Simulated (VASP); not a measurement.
Set up this calculation in VASP 6.6.1, as the native input.

```
Task                   : single point
Functional             : r2SCAN
Potentials or basis    : VASP PAW PBE potentials, release 64 (Zn, S)
Cutoff                 : 520 eV
k mesh                 : 8 × 8 × 8
Occupations            : gaussian, width 0.01 eV
Spin                   : no spin polarisation
Dipole correction      : no
Further INCAR settings : ALGO = Normal; EDIFF = 1e-06; NBANDS = 16
```

ZnS:

```
Zn S
1.0
     2.72146    2.72146    0.00000
    -2.72146    2.72146    0.00000
     0.00000    2.72146    2.67835
Zn S
1 1
Direct
  0.75000 0.25000 0.50000
  0.00000 0.00000 0.00000
```

This cell differs from its parent crystal: in-plane strain +0.01.

The input as run:

POSCAR

```
ZnS
1.0
    2.7214620793      2.7214620793      0.0000000000
   -2.7214620793      2.7214620793      0.0000000000
    0.0000000000      2.7214620793      2.6783498087
Zn S
1 1
Direct
    0.7500000000      0.2500000000      0.5000000000
    0.0000000000      0.0000000000      0.0000000000
```

INCAR.step1

```
  PREC = Accurate
  ENCUT = 520
  ISMEAR = 0
  SIGMA = 0.01
  LREAL = F
  LASPH = T
  NELM = 60
  NBANDS = 16
  GGA = PE
  ALGO = Normal
  EDIFF = 1E-4
  LWAVE = T
  LCHARG = F
```

INCAR.step2

```
  PREC = Accurate
  ENCUT = 520
  EDIFF = 1E-6
  ISMEAR = 0
  SIGMA = 0.01
  LREAL = F
  LASPH = T
  NELM = 60
  ALGO = Normal
  ISIF = 2
  LWAVE = F
  LCHARG = T
  METAGGA = R2SCAN
  LMIXTAU = T
  LELF = T
  LVHAR = T
  NBANDS = 16
  ISTART = 1
```

KPOINTS

```
regular mesh
0
Gamma
  8 8 8
```

Potentials or basis: VASP PAW PBE potentials, release 64 (Zn, S).

Command:

```bash
$ cat potpaw_PBE.64/Zn/POTCAR potpaw_PBE.64/S/POTCAR > POTCAR
$ cp INCAR.step1 INCAR
$ mpirun -np 1 vasp_std > vasp.out
$ cp INCAR.step2 INCAR
$ mpirun -np 1 vasp_std > vasp.out
```

Results of the run:

```json
{"Pressure": "-1.1 GPa", "Band gap on the k mesh": "2.61 eV, direct"}
```

Caveat: the cell differs from its parent crystal (in-plane strain +0.01); the PAW data sets were made with another functional, which shifts forces and pressure a little.

It took 81 s on 1 thread of AMD EPYC 9R45 96-Core Processor (Zen 5) (shared host), peak memory 0.16 GiB.
